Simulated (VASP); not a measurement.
# Ti3H in VASP: further runs

Ti3H is run at these levels: PBE; tasks: single point.

All numbers are computed with VASP 6.6.1; they aren't measurements. Logs are shortened: lines on timing, memory, paths and dates and some standing lists are left out, and cuts for length are marked.

## 1. The cell of the first run

The cell holds a slab with vacuum, 8 atoms: a = 4.604 Å, b = 4.604 Å, c = 22.497 Å, α = 90.00°, β = 90.00°, γ = 120.00°.

## 2. Single point, PBE

The input, INCAR:

```
SYSTEM = Ti3H
ALGO     = Normal         ! electronic algorithm
DIPOL    = 0.5 0.5 0.315
EDIFF    = 1E-7           ! SCF threshold, eV
ENCUT    = 520            ! plane-wave cutoff, eV
GGA      = PE             ! functional
IDIPOL   = 3            
ISIF     = 2              ! what is computed and relaxed
ISMEAR   = 0              ! smearing method
LASPH    = .TRUE.         ! aspherical terms in the spheres
LCHARG   = .FALSE.        ! write CHGCAR
LDIPOL   = .TRUE.       
LREAL    = .FALSE.        ! projectors in reciprocal space
LWAVE    = .FALSE.        ! write WAVECAR
NBANDS   = 47             ! bands
NELM     = 60             ! most SCF steps
PREC     = Accurate       ! precision mode
SIGMA    = 0.1            ! smearing width, eV
```

The input, KPOINTS:

```
k-points
0
G
  6 6 1
  0 0 0
```

The input, POSCAR:

```
Ti3H
1.0
    4.6039800811      0.0000000000      0.0000000000
   -2.3019900405      3.9871637087      0.0000000000
    0.0000000000      0.0000000000     22.4969948581
Ti H
6 2
Direct
    0.6666666667      0.3333333333      0.1778015253
    0.3333333333      0.6666666667      0.2195752601
    0.0000000000      0.0000000000      0.2613489950
    0.6666666667      0.3333333333      0.2980583739
    0.3333333333      0.6666666667      0.3304600279
    0.0000000000      0.0000000000      0.3776946615
    0.2173987909      0.7826012091      0.4261455772
    0.4492678757      0.5507321243      0.4261455772
```

Potentials or basis: VASP PAW PBE potentials, release 64 (Ti_sv, H).

Launch:

```console
$ cat potpaw_PBE.64/Ti_sv/POTCAR potpaw_PBE.64/H/POTCAR > POTCAR
$ mpirun -np 1 vasp_std > vasp.out
```

OUTCAR:

```text
SYSTEM = Ti3H
   EDIFF = 1E-7
   ENCUT = 520
   GGA = PE
   ISIF = 2
   ISMEAR = 0
   LASPH = .TRUE.
   LREAL = .FALSE.
   NELM = 60
   PREC = Accurate

 ion  position               nearest neighbor table
   1  0.667  0.333  0.178-   4 2.71   2 2.82   2 2.82   2 2.82
   2  0.333  0.667  0.220-   5 2.49   1 2.82   1 2.82   3 2.82   1 2.82   3 2.82   3 2.82
   3  0.000  0.000  0.261-   6 2.62   4 2.78   4 2.78   4 2.78   2 2.82   2 2.82   2 2.82
   4  0.667  0.333  0.298-   1 2.71   5 2.76   5 2.76   5 2.76   3 2.78   3 2.78   3 2.78
   5  0.333  0.667  0.330-   2 2.49   4 2.76   4 2.76   4 2.76   6 2.86   6 2.86   6 2.86
   6  0.000  0.000  0.378-   3 2.62   5 2.86   5 2.86   5 2.86
   7  0.217  0.783  0.426-
   8  0.449  0.551  0.426-

  LATTYP: Found a hexagonal cell.
 ALAT       =     4.6039800811
 C/A-ratio  =     4.8864231517

  Lattice vectors:

 A1 = (   4.6039800811,   0.0000000000,   0.0000000000)
 A2 = (  -2.3019900405,   3.9871637087,   0.0000000000)
 A3 = (   0.0000000000,   0.0000000000,  22.4969948581)

Analysis of symmetry for initial positions (statically):
=====================================================================
 Subroutine PRICEL returns:
 Original cell was already a primitive cell.

 Routine SETGRP: Setting up the symmetry group for a
 hexagonal supercell.

 Subroutine GETGRP returns: Found  2 space group operations
 (whereof  2 operations were pure point group operations)
 out of a pool of 24 trial point group operations.

The static configuration has the point symmetry C_1h.

Analysis of symmetry for dynamics (positions and initial velocities):
=====================================================================
 Subroutine PRICEL returns:
 Original cell was already a primitive cell.

 Routine SETGRP: Setting up the symmetry group for a
 hexagonal supercell.

 Subroutine GETGRP returns: Found  2 space group operations
 (whereof  2 operations were pure point group operations)
 out of a pool of 24 trial point group operations.

The dynamic configuration has the point symmetry C_1h.

 Subroutine INISYM returns: Found  2 space group operations
 (whereof  2 operations are pure point group operations),
 and found     1 'primitive' translations

----------------------------------------------------------------------------------------
[... 103 lines left out ...]
   PSTRESS=    0.0 pullay stress
   NELECT =      74.0000    total number of electrons
   NUPDOWN=      -1.0000    fix difference up-down
   EMIN   =  10.00;   EMAX   =-10.00  energy-range for DOS
   EFERMI =   0.00;   METHOD = LEGACY
   ISMEAR =     0;   SIGMA  =   0.10  broadening in eV -4-tet -1-fermi 0-gaus
   EFERMI_NEDOS =   21; number of points for ismear=-14 and -15
   IALGO  =     38    algorithm
   IMIX   =      4    mixing-type and parameters
     AMIX     =   0.40;   BMIX     =  1.00
     AMIX_MAG =   1.60;   BMIX_MAG =  1.00
  volume/ion in A,a.u.               =      51.62       348.36
  Fermi-wavevector in a.u.,A,eV,Ry     =   0.922950  1.744122 11.589936  0.851836
  Thomas-Fermi vector in A             =   2.048533
   LORBIT       =      0    0 simple, 1 ext, 2 COOP (PROOUT), +10 PAW based schemes
   GGA     = PE    functional components
   LHFCALC =     F    Hartree Fock is set to
   AEXX    =    0.0000 exact exchange contribution
   IVDW    =     0    specifies the selected vdW correction
   LEPSILON=     F    determine dielectric tensor
   LRPA    =     F    only Hartree local field effects (RPA)
 non-spin polarized calculation
 Gauss-broadening in eV      SIGMA  =   0.10
  energy-cutoff  :      520.00
  volume of cell :      412.97
 maximum number of plane-waves:     11163
 NGX is ok and might be reduce to    36
   NGX = 17   NGY = 17   NGZ = 83

 dipolmoment           0.000000      0.000000     -0.195369 electrons x Angstroem

 number of electron      73.9999980 magnetization

 dipolmoment           0.000000      0.000000      0.123181 electrons x Angstroem

 Free energy of the ion-electron system (eV)
  ---------------------------------------------------
  ext. energy  EPLUGINS =         0.00000000
  ---------------------------------------------------
  free energy    TOTEN  =       -48.43116649 eV

  energy without entropy =      -48.35103619  energy(sigma->0) =      -48.39110134

 E-fermi :  -0.7858     XC(G=0):  -3.9852

 val. band max:       -0.7952920626   @ k =   0.3333   0.3333   0.0000
 cond. band min:      -0.7822464377   @ k =   0.0000   0.0000   0.0000
 fundamental gap:      0.0130456249
 Fermi energy:        -0.7857889729

 k-point     1 :       0.0000    0.0000    0.0000
  band No.  band energies     occupation
      1     -57.9807      2.00000
      2     -57.8758      2.00000
      3     -57.3255      2.00000
      4     -57.1932      2.00000
      5     -57.1635      2.00000
      6     -57.0747      2.00000
[... 639 lines left out ...]
     46       0.6007      0.00000
     47       0.9437      0.00000

------------------------ aborting loop because EDIFF is reached ----------------------------------------

 vacuum level on the upper side and lower side of the slab       (xc-potential included)         0.584        -0.601

  FORCE on cell =-STRESS in cart. coord.  units (eV):
  Direction    XX          YY          ZZ          XY          YZ          ZX
  --------------------------------------------------------------------------------------
  -------------------------------------------------------------------------------------
  Total       -3.3549288     -4.3778736     -4.5252460     -0.8858962     -0.1976353      0.3423135
  in kB      -13.0158305    -16.9844619    -17.5562098     -3.4369356     -0.7667488      1.3280442
  external PRESSURE =     -15.8521674 kB  Pullay stress =       0.0000000 kB

 VOLUME and BASIS-vectors are now :
 -----------------------------------------------------------------------------
  energy-cutoff  :      520.00
  volume of cell :      412.97
      direct lattice vectors                 reciprocal lattice vectors
     4.603980081  0.000000000  0.000000000     0.217203372  0.125402426  0.000000000
    -2.301990040  3.987163709  0.000000000     0.000000000  0.250804851  0.000000000
     0.000000000  0.000000000 22.496994858     0.000000000  0.000000000  0.044450381

 POSITION                                       TOTAL-FORCE (eV/Angst)
 -----------------------------------------------------------------------------------
      2.30199      1.32905      4.00000        -0.049994      0.028864      0.069806
     -0.00000      2.65811      4.93978        -0.022189      0.012811      0.173407
      0.00000      0.00000      5.87957        -0.003471      0.002004     -0.638731
      2.30199      1.32905      6.70542         0.063421     -0.036616     -0.529859
     -0.00000      2.65811      7.43436        -0.232073      0.133988      2.620270
      0.00000      0.00000      8.49699         0.339368     -0.195934      1.406512
     -0.80064      3.12036      9.58699        -0.209408      0.120902     -1.452041
      0.80064      2.19586      9.58699         0.114347     -0.066018     -1.649365
 -----------------------------------------------------------------------------------
    total drift:                                0.000001     -0.000001      0.000466

  FREE ENERGIE OF THE ION-ELECTRON SYSTEM (eV)
  ---------------------------------------------------
  free  energy   TOTEN  =       -48.4311664867 eV

  energy  without entropy=      -48.3510361877  energy(sigma->0) =      -48.39110134

 vacuum level on the upper side and lower side of the slab         3.783         2.537
```

stdout:

```text
POSCAR found type information on POSCAR TiH
 POSCAR found :  2 types and       8 ions
 scaLAPACK will be used
 LDA part: xc-table for (Slater+PW92), standard interpolation
 POSCAR, INCAR and KPOINTS ok, starting setup
 FFT: planning ... GRIDC
 FFT: planning ... GRID_SOFT
 FFT: planning ... GRID
 WAVECAR not read
 entering main loop
```

Wall time 12 min (1 thread of Intel Xeon Platinum 8175M at 2.50GHz (Skylake/Cascade Lake), shared host); peak memory 0.57 GiB.

What came out:

| Property | Result |
| --- | --- |
| Free energy | -48.4312 eV |
| Largest force | 2.634 eV/Å |
| Band gap on the k mesh | zero (band 37 reaches -0.71 eV, above the bottom of band 38 at -0.85 eV) |

Forces on the atoms (eV/Å):
```
Ti  -0.050  0.029  0.070
Ti  -0.022  0.013  0.173
Ti  -0.003  0.002 -0.639
Ti   0.063 -0.037 -0.530
Ti  -0.232  0.134  2.620
Ti   0.339 -0.196  1.407
H   -0.209  0.121 -1.452
H    0.114 -0.066 -1.649
```

Levels at points of the mesh, in eV from the Fermi level:
```
           k point  band 35  band 36  band 37  band 38  band 39  band 40
(0.00, 0.00, 0.00)    -0.50    -0.29    -0.19    -0.06     0.00     0.06
(0.50, 0.00, 0.00)    -0.40    -0.28    -0.12    -0.07     0.06     0.40
(0.50, 0.50, 0.00)    -0.40    -0.25    -0.06     0.01     0.33     0.37
```

## 3. Single point, PBE

The input, INCAR:

```
  ALGO = Normal
  DIPOL = 0.5 0.5 0.322
  EDIFF = 1E-6
  ENCUT = 520
  GGA = PE
  IDIPOL = 3
  ISIF = 2
  ISMEAR = 0
  LASPH = T
  LCHARG = F
  LDIPOL = T
  LREAL = F
  LWAVE = F
  NBANDS = 47
  NELM = 100
  PREC = Accurate
  SIGMA = 0.1
```

The input, KPOINTS:

```
k-points
0
Gamma
  6 6 1
```

POSCAR: that of step 2 with these lines changed.

```diff
@@ -14,3 +14,3 @@
     0.0000000000      0.0000000000      0.3776946615
-    0.2173987909      0.7826012091      0.4261455772
-    0.4492678757      0.5507321243      0.4261455772
+    0.2173987909      0.7826012091      0.4545938212
+    0.4492678757      0.5507321243      0.4545938212
```

Potentials or basis: VASP PAW PBE potentials, release 64 (Ti_sv, H).

Launch:

```console
$ cat potpaw_PBE.64/Ti_sv/POTCAR potpaw_PBE.64/H/POTCAR > POTCAR
$ mpirun -np 1 vasp_std > vasp.out
```

OUTCAR:

```text
EDIFF = 1E-6
   ENCUT = 520
   GGA = PE
   ISIF = 2
   ISMEAR = 0
   LASPH = T
   LREAL = F
   NELM = 100
   PREC = Accurate

 ion  position               nearest neighbor table
   1  0.667  0.333  0.178-   4 2.71   2 2.82   2 2.82   2 2.82
   2  0.333  0.667  0.220-   5 2.49   1 2.82   1 2.82   3 2.82   1 2.82   3 2.82   3 2.82
   3  0.000  0.000  0.261-   6 2.62   4 2.78   4 2.78   4 2.78   2 2.82   2 2.82   2 2.82
   4  0.667  0.333  0.298-   1 2.71   5 2.76   5 2.76   5 2.76   3 2.78   3 2.78   3 2.78
   5  0.333  0.667  0.330-   2 2.49   4 2.76   4 2.76   4 2.76   6 2.86   6 2.86   6 2.86
   6  0.000  0.000  0.378-   3 2.62   5 2.86   5 2.86   5 2.86
   7  0.217  0.783  0.455-
   8  0.449  0.551  0.455-

  LATTYP: Found a hexagonal cell.
 ALAT       =     4.6039800811
 C/A-ratio  =     4.8864231517

  Lattice vectors:

 A1 = (   4.6039800811,   0.0000000000,   0.0000000000)
 A2 = (  -2.3019900405,   3.9871637087,   0.0000000000)
 A3 = (   0.0000000000,   0.0000000000,  22.4969948581)

[... 188 lines left out ...]
      1     -58.2765      2.00000
      2     -58.2180      2.00000
      3     -57.6516      2.00000
      4     -57.5327      2.00000
      5     -57.5095      2.00000
      6     -57.3992      2.00000
[... 639 lines left out ...]
     46       0.2594      0.00000
     47       0.5322      0.00000

------------------------ aborting loop because EDIFF is reached ----------------------------------------

 vacuum level on the upper side and lower side of the slab       (xc-potential included)         0.855        -1.145

  FORCE on cell =-STRESS in cart. coord.  units (eV):
  Direction    XX          YY          ZZ          XY          YZ          ZX
  --------------------------------------------------------------------------------------
  -------------------------------------------------------------------------------------
  Total       -4.7414940     -4.5609817     -5.4680687      0.1563282      0.1951860     -0.3380721
  in kB      -18.3951689    -17.6948507    -21.2139985      0.6064933      0.7572465     -1.3115894
  external PRESSURE =     -19.1013393 kB  Pullay stress =       0.0000000 kB

 VOLUME and BASIS-vectors are now :
 -----------------------------------------------------------------------------
  energy-cutoff  :      520.00
  volume of cell :      412.97
      direct lattice vectors                 reciprocal lattice vectors
     4.603980081  0.000000000  0.000000000     0.217203372  0.125402426  0.000000000
    -2.301990040  3.987163709  0.000000000     0.000000000  0.250804851  0.000000000
     0.000000000  0.000000000 22.496994858     0.000000000  0.000000000  0.044450381

 POSITION                                       TOTAL-FORCE (eV/Angst)
 -----------------------------------------------------------------------------------
      2.30199      1.32905      4.00000         0.003656     -0.002111      0.097440
     -0.00000      2.65811      4.93978        -0.020201      0.011663      0.266011
      0.00000      0.00000      5.87957        -0.014334      0.008276     -0.547664
      2.30199      1.32905      6.70542         0.006629     -0.003827     -0.356837
     -0.00000      2.65811      7.43436        -0.072249      0.041713      1.572691
      0.00000      0.00000      8.49699         0.383126     -0.221198      1.537490
     -0.80064      3.12036     10.22699         0.187793     -0.108422     -1.247906
      0.80064      2.19586     10.22699        -0.474421      0.273907     -1.321224
 -----------------------------------------------------------------------------------
    total drift:                               -0.000020      0.000011     -0.000124

  FREE ENERGIE OF THE ION-ELECTRON SYSTEM (eV)
  ---------------------------------------------------
  free  energy   TOTEN  =       -46.4844223989 eV

  energy  without entropy=      -46.3908447870  energy(sigma->0) =      -46.43763359

 vacuum level on the upper side and lower side of the slab         4.224         2.175
```

It took 12 min on 1 thread of Intel Xeon Platinum 8175M at 2.50GHz (Skylake/Cascade Lake), shared host; peak memory 0.56 GiB.

What came out:

| Property | Result |
| --- | --- |
| Free energy | -46.4844 eV |
| Largest force | 1.600 eV/Å |
| Band gap on the k mesh | zero (band 37 reaches -1.02 eV, above the bottom of band 38 at -1.29 eV) |

Forces on the atoms (eV/Å):
```
Ti   0.004 -0.002  0.097
Ti  -0.020  0.012  0.266
Ti  -0.014  0.008 -0.548
Ti   0.007 -0.004 -0.357
Ti  -0.072  0.042  1.573
Ti   0.383 -0.221  1.537
H    0.188 -0.108 -1.248
H   -0.474  0.274 -1.321
```
